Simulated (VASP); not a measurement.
# GaAs (F-43m) in VASP: electric field gradients with PBE

Aim: the electric field gradients of GaAs with PBE.

Everything below comes from runs of VASP 6.6.1. Logs are shortened: lines on timing, memory, paths and dates and some standing lists are left out, and cuts for length are marked.

## Step 1: The cell of the first run

The structure is cubic, space group F-43m (No. 216). The conventional cell has a = 5.654 Å, b = 5.654 Å, c = 5.654 Å, α = 90.00°, β = 90.00°, γ = 90.00°. Within 3.2 Å of Ga (site symmetry -43m) lie 4 As at 2.45 Å. As (site symmetry -43m) has 4 Ga at 2.45 Å within 3.2 Å.

## Step 2: Electric field gradients, PBE, non-collinear spin, zero start, spin-orbit coupling

File INCAR:

```
  PREC = Accurate
  ENCUT = 400
  EDIFF = 1E-8
  ISMEAR = -1
  SIGMA = 0.02
  LREAL = False
  LASPH = True
  NELM = 200
  ALGO = Normal
  ISIF = 2
  LWAVE = False
  LCHARG = False
  LNONCOLLINEAR = True
  MAGMOM = 0 0 0 0 0 0
  LORBIT = 11
  LSORBIT = True
  GGA_COMPAT = False
  LORBMOM = True
  GGA = PE
  LEFG = True
  NBANDS = 30
```

File KPOINTS:

```
regular mesh
0
Gamma
  13 13 13
```

File POSCAR:

```
GaAs
1.0
    0.0000000000      2.8268500000      2.8268500000
    2.8268500000      0.0000000000      2.8268500000
    2.8268500000      2.8268500000      0.0000000000
Ga As
1 1
Direct
    0.0000000000      0.0000000000      0.0000000000
    0.2500000000      0.2500000000      0.2500000000
```

Potentials or basis: VASP PAW PBE potentials, release 64 (Ga_d, As).

The run is started by

```console
$ cat potpaw_PBE.64/Ga_d/POTCAR potpaw_PBE.64/As/POTCAR > POTCAR
$ mpirun -np 1 vasp_ncl > vasp.out
```

OUTCAR:

```text
PREC = Accurate
   ENCUT = 400
   EDIFF = 1E-8
   ISMEAR = -1
   LREAL = False
   LASPH = True
   NELM = 200
   ISIF = 2
   LNONCOLLINEAR = True
   LORBIT = 11
   LSORBIT = True
   GGA = PE

 ion  position               nearest neighbor table
   1  0.000  0.000  0.000-   2 2.45   2 2.45   2 2.45   2 2.45
   2  0.250  0.250  0.250-   1 2.45   1 2.45   1 2.45   1 2.45

  LATTYP: Found a face centered cubic cell.
 ALAT       =     5.6537000000

  Lattice vectors:

 A1 = (   0.0000000000,   2.8268500000,   2.8268500000)
 A2 = (   2.8268500000,   0.0000000000,   2.8268500000)
 A3 = (   2.8268500000,   2.8268500000,   0.0000000000)

Analysis of symmetry for initial positions (statically):
=====================================================================
 Subroutine PRICEL returns:
 Original cell was already a primitive cell.

 Routine SETGRP: Setting up the symmetry group for a
 face centered cubic supercell.

 Subroutine GETGRP returns: Found 24 space group operations
 (whereof 24 operations were pure point group operations)
 out of a pool of 48 trial point group operations.

The static configuration has the point symmetry T_d .

Analysis of symmetry for dynamics (positions and initial velocities):
=====================================================================
 Subroutine PRICEL returns:
 Original cell was already a primitive cell.

 Routine SETGRP: Setting up the symmetry group for a
 face centered cubic supercell.

 Subroutine GETGRP returns: Found 24 space group operations
 (whereof 24 operations were pure point group operations)
 out of a pool of 48 trial point group operations.

The dynamic configuration has the point symmetry T_d .

Analysis of structural, dynamic, and magnetic symmetry:
=====================================================================
 Subroutine PRICEL returns:
 Original cell was already a primitive cell.

 Routine SETGRP: Setting up the symmetry group for a
 face centered cubic supercell.

 Subroutine GETGRP returns: Found 24 space group operations
 (whereof 24 operations were pure point group operations)
 out of a pool of 48 trial point group operations.

The overall configuration has the point symmetry T_d .

 Subroutine INISYM returns: Found 24 space group operations
 (whereof 24 operations are pure point group operations),
 and found     1 'primitive' translations

----------------------------------------------------------------------------------------

                                     Primitive cell

  volume of cell :      45.1792

  direct lattice vectors                    reciprocal lattice vectors
     0.000000000  2.826850000  2.826850000    -0.176875321  0.176875321  0.176875321
     2.826850000  0.000000000  2.826850000     0.176875321 -0.176875321  0.176875321
     2.826850000  2.826850000  0.000000000     0.176875321  0.176875321 -0.176875321

  length of vectors
     3.997769609  3.997769609  3.997769609     0.306357042  0.306357042  0.306357042

  position of ions in fractional coordinates (direct lattice)
     0.000000000  0.000000000  0.000000000
     0.250000000  0.250000000  0.250000000

  ion indices of the primitive-cell ions
   primitive index   ion index
                 1           1
                 2           2

----------------------------------------------------------------------------------------

 KPOINTS: regular mesh

Automatic generation of k-mesh.
 Grid dimensions read from file:
 generate k-points for:   13   13   13

 Generating k-lattice:

  Cartesian coordinates                     Fractional coordinates (reciprocal lattice)
    -0.013605794  0.013605794  0.013605794     0.076923077  0.000000000  0.000000000
[... 917 lines left out ...]
  external PRESSURE =      33.1834555 kB  Pullay stress =       0.0000000 kB

 VOLUME and BASIS-vectors are now :
 -----------------------------------------------------------------------------
  energy-cutoff  :      400.00
  volume of cell :       45.18
      direct lattice vectors                 reciprocal lattice vectors
     0.000000000  2.826850000  2.826850000    -0.176875321  0.176875321  0.176875321
     2.826850000  0.000000000  2.826850000     0.176875321 -0.176875321  0.176875321
     2.826850000  2.826850000  0.000000000     0.176875321  0.176875321 -0.176875321

 POSITION                                       TOTAL-FORCE (eV/Angst)
 -----------------------------------------------------------------------------------
      0.00000      0.00000      0.00000         0.000000      0.000000      0.000000
      1.41342      1.41342      1.41342        -0.000000     -0.000000     -0.000000
 -----------------------------------------------------------------------------------
    total drift:                                0.000001      0.000001      0.000001

  FREE ENERGIE OF THE ION-ELECTRON SYSTEM (eV)
  ---------------------------------------------------
  free  energy   TOTEN  =        -8.2685703688 eV

  energy  without entropy=       -8.2685703491  energy(sigma->0) =       -8.26857036

 Electric field gradients (V/A^2)
---------------------------------------------------------------------
 ion       V_xx      V_yy      V_zz      V_xy      V_xz      V_yz
---------------------------------------------------------------------
   1      -0.000    -0.000     0.000     0.003     0.003     0.003
   2      -0.000    -0.000    -0.000    -0.000    -0.000    -0.000
---------------------------------------------------------------------

 Electric field gradients after diagonalization (V/A^2)
 (convention: |V_zz| > |V_xx| > |V_yy|)
----------------------------------------------------------------------
 ion       V_xx      V_yy      V_zz     asymmetry (V_yy - V_xx)/ V_zz
----------------------------------------------------------------------
   1      -0.003    -0.003     0.007       0.000
   2       0.000     0.000    -0.001       0.000
----------------------------------------------------------------------

           NMR quadrupolar parameters

 Cq : quadrupolar parameter    Cq=e*Q*V_zz/h
 eta: asymmetry parameters     (V_yy - V_xx)/ V_zz
 Q  : nuclear electric quadrupole moment in mb (millibarn)
----------------------------------------------------------------------
 ion       Cq(MHz)       eta       Q (mb)
----------------------------------------------------------------------
   1       0.000       0.000       1.000
   2      -0.000       0.000       1.000
----------------------------------------------------------------------

 orbital moment (x)

 # of ion     p       d       tot
 ----------------------------------------
  1         0.000  -0.000   0.000
  2        -0.000   0.000  -0.000
 ----------------------------------------
           -0.000  -0.000  -0.000

 orbital moment (y)

 # of ion     p       d       tot
 ----------------------------------------
  1         0.000   0.000   0.000
  2        -0.000  -0.000  -0.000
 ----------------------------------------
           -0.000   0.000   0.000

 orbital moment (z)

 # of ion     p       d       tot
 ----------------------------------------
  1         0.000  -0.000   0.000
  2         0.000  -0.000  -0.000
 ----------------------------------------
            0.000  -0.000   0.000

 Spin-Orbit-Coupling matrix elements

 Ion:    1  E_soc:     -0.0119923
 l=   1
     0.0000000    -0.0011666    -0.0011666
    -0.0011666     0.0000000    -0.0011666
    -0.0011666    -0.0011666     0.0000000
 l=   2
     0.0000000    -0.0001655     0.0000000    -0.0001655    -0.0006666
    -0.0001655     0.0000000    -0.0004999    -0.0001655    -0.0001666
     0.0000000    -0.0004999     0.0000000    -0.0004999     0.0000000
    -0.0001655    -0.0001655    -0.0004999     0.0000000    -0.0001666
    -0.0006666    -0.0001666     0.0000000    -0.0001666     0.0000000
 l=   3
     0.0000000     0.0000000     0.0000000     0.0000000     0.0000000     0.0000000     0.0000000
     0.0000000     0.0000000     0.0000000     0.0000000     0.0000000     0.0000000     0.0000000
     0.0000000     0.0000000     0.0000000     0.0000000     0.0000000     0.0000000     0.0000000
     0.0000000     0.0000000     0.0000000     0.0000000     0.0000000     0.0000000     0.0000000
     0.0000000     0.0000000     0.0000000     0.0000000     0.0000000     0.0000000     0.0000000
     0.0000000     0.0000000     0.0000000     0.0000000     0.0000000     0.0000000     0.0000000
     0.0000000     0.0000000     0.0000000     0.0000000     0.0000000     0.0000000     0.0000000

 Ion:    2  E_soc:     -0.0238916
 l=   1
     0.0000000    -0.0039745    -0.0039745
    -0.0039745     0.0000000    -0.0039745
    -0.0039745    -0.0039745     0.0000000
 l=   2
     0.0000000    -0.0000036     0.0000000    -0.0000036    -0.0000039
    -0.0000036     0.0000000    -0.0000029    -0.0000036    -0.0000010
     0.0000000    -0.0000029     0.0000000    -0.0000029     0.0000000
    -0.0000036    -0.0000036    -0.0000029     0.0000000    -0.0000010
    -0.0000039    -0.0000010     0.0000000    -0.0000010     0.0000000
 l=   3
     0.0000000     0.0000000     0.0000000     0.0000000     0.0000000     0.0000000     0.0000000
     0.0000000     0.0000000     0.0000000     0.0000000     0.0000000     0.0000000     0.0000000
     0.0000000     0.0000000     0.0000000     0.0000000     0.0000000     0.0000000     0.0000000
     0.0000000     0.0000000     0.0000000     0.0000000     0.0000000     0.0000000     0.0000000
     0.0000000     0.0000000     0.0000000     0.0000000     0.0000000     0.0000000     0.0000000
     0.0000000     0.0000000     0.0000000     0.0000000     0.0000000     0.0000000     0.0000000
     0.0000000     0.0000000     0.0000000     0.0000000     0.0000000     0.0000000     0.0000000

 total charge

# of ion       s       p       d       tot
------------------------------------------
    1        0.883   0.802   9.994  11.679
    2        1.210   1.599   0.031   2.840
--------------------------------------------------
tot          2.093   2.401  10.026  14.519

 magnetization (x)

# of ion       s       p       d       tot
------------------------------------------
    1       -0.000  -0.000   0.000  -0.000
    2        0.000  -0.000   0.000  -0.000
--------------------------------------------------
tot         -0.000  -0.000   0.000  -0.000

 magnetization (y)

# of ion       s       p       d       tot
------------------------------------------
    1        0.000   0.000   0.000   0.000
    2        0.000   0.000   0.000   0.000
--------------------------------------------------
tot          0.000   0.000   0.000   0.000

 magnetization (z)

# of ion       s       p       d       tot
------------------------------------------
    1        0.000   0.000   0.000   0.000
    2       -0.000  -0.000   0.000  -0.000
--------------------------------------------------
tot          0.000   0.000   0.000   0.000
```

Run time: 7.3 min. Hardware: 1 thread of AMD EPYC 7R43 (Zen 3), shared host; peak memory 0.34 GiB.

What came out:

| Quantity | Value |
| --- | --- |
| Free energy | -8.2686 eV |
| Pressure | 3.3 GPa |
| Net moment | 0.00 μB per cell |
| Largest electric field gradient by atom | under 0.05 V/Å² on every atom |
| Valence electrons inside the program's atomic spheres | Ga 11.68; As 2.84 |

Moments on the atoms (μB; x, y, z):
```
Ga  0.00 0.00 0.00
As  0.00 0.00 0.00
```

Caveat: the cell stands under pressure.
